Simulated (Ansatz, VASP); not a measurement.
## AlN: VASP beside Ansatz

INCAR

```
ALGO     = Normal         # electronic algorithm
EDIFF    = 1E-7           # SCF threshold, eV
ENCUT    = 520            # plane-wave cutoff, eV
GGA      = PE             # functional
ISIF     = 2              # what is computed and relaxed
ISMEAR   = 0              # smearing method
LASPH    = T              # aspherical terms in the spheres
LCHARG   = F              # write CHGCAR
LREAL    = F              # projectors in reciprocal space
LWAVE    = F              # write WAVECAR
NBANDS   = 26             # bands
NELM     = 100            # most SCF steps
PREC     = Accurate       # precision mode
SIGMA    = 0.05           # smearing width, eV
```

The input KPOINTS:

```
k-points
0
Gamma
  8 6 4
```

File POSCAR:

```
AlN
1.0
   -1.6567491617      2.8695737234      0.0000000000
    0.0000000000      0.0000000000      4.1874629526
    4.9702474850      2.8695737234      0.0000000000
Al N
4 4
Direct
    0.6697531577      0.7500000000      0.1725493520
    0.0000000000      0.7500000000      0.6666666667
    0.0000000000      0.2500000000      0.3333333333
    0.5000000000      0.2500000000      0.8333333333
    0.5000000000      0.2500000000      0.1666666667
    0.0000000000      0.2500000000      0.6666666667
    0.0000000000      0.7500000000      0.3333333333
    0.5000000000      0.7500000000      0.8333333333
```

Input for Ansatz:

```yaml
crystal:
  lattice:
    - [-1.6567491617, 2.8695737234, 0.0]
    - [0.0, 0.0, 4.1874629526]
    - [4.970247485, 2.8695737234, 0.0]
  atoms:
    - { symbol: Al, position: [0.6697531577, 0.75, 0.172549352] }
    - { symbol: Al, position: [0.0, 0.75, 0.6666666667] }
    - { symbol: Al, position: [0.0, 0.25, 0.3333333333] }
    - { symbol: Al, position: [0.5, 0.25, 0.8333333333] }
    - { symbol: "N", position: [0.5, 0.25, 0.1666666667] }
    - { symbol: "N", position: [0.0, 0.25, 0.6666666667] }
    - { symbol: "N", position: [0.0, 0.75, 0.3333333333] }
    - { symbol: "N", position: [0.5, 0.75, 0.8333333333] }
basis:
  ecutwfc: 420
kpoints:
  mp_grid: { grid: [8, 6, 4] }
hamiltonian:
  xc: pbe
  pseudopotentials: { kind: paw, azcp: { folder: soft_1 } }
scf:
  occupations: { method: gaussian, width: 0.05 }
output:
  forces: true
  stress: true
  eigenvalues: true
```

Alike in both runs: task single point; functional PBE; k mesh 8 × 6 × 4; occupations gaussian, width 0.05 eV; no spin polarisation.

```csv
,VASP,Ansatz
version,VASP 6.6.1,Ansatz 0.2.0
potentials or method,"VASP PAW PBE potentials, release 64 (Al, N), cutoff 520 eV","scalar-relativistic, plane waves, PAW"
valence electrons in the cell,32,32
```

```csv
,VASP,Ansatz,Ansatz less VASP
gap on the k mesh at the Fermi level (eV),2.95,2.95,-0.008
least direct gap on the mesh (eV),2.95,2.95,-0.008
pressure (GPa),16.6,16.7,+0.10
"traceless stress, the component that is largest in VASP (GPa)",33.21,33.20,-0.012
rms of the force components (eV/Å),6.029,6.020,-0.0088
```

Atom by atom the forces differ by 0.011 eV/Å (rms over components).
